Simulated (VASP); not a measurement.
Runs of VASP 6.6.1 on Al2Cu. The structure is that of space group P4/mmm (No. 123), or close to it. The cells are those of the table. 

| cell | gap on the mesh (eV) | pressure (GPa) |
| --- | --- | --- |
| a = 4.410, b = 4.410, c = 2.962 Å, 3 atoms | none | (a) |
| a = 4.025, b = 4.025, c = 2.654 Å, 3 atoms | none | 16.6 |
| a = 3.833, b = 3.833, c = 2.731 Å, 3 atoms | none | 28.9 |
| a = 3.833, b = 3.833, c = 3.039 Å, 3 atoms | none | (b) |
| a = 4.025, b = 4.025, c = 2.808 Å, 3 atoms | none | 8.1 |

Alike in all rows: task single point; level PBE; potentials or basis VASP PAW PBE potentials, release 64 (Al, Cu); no spin polarisation; k mesh 10 × 10 × 14; cutoff (eV) 520; smearing gaussian 0.15 eV.

Estimate the missing entries.

(a) -9.9; (b) 11.6.

A gap of «none» marks levels without a gap at the run's occupations.
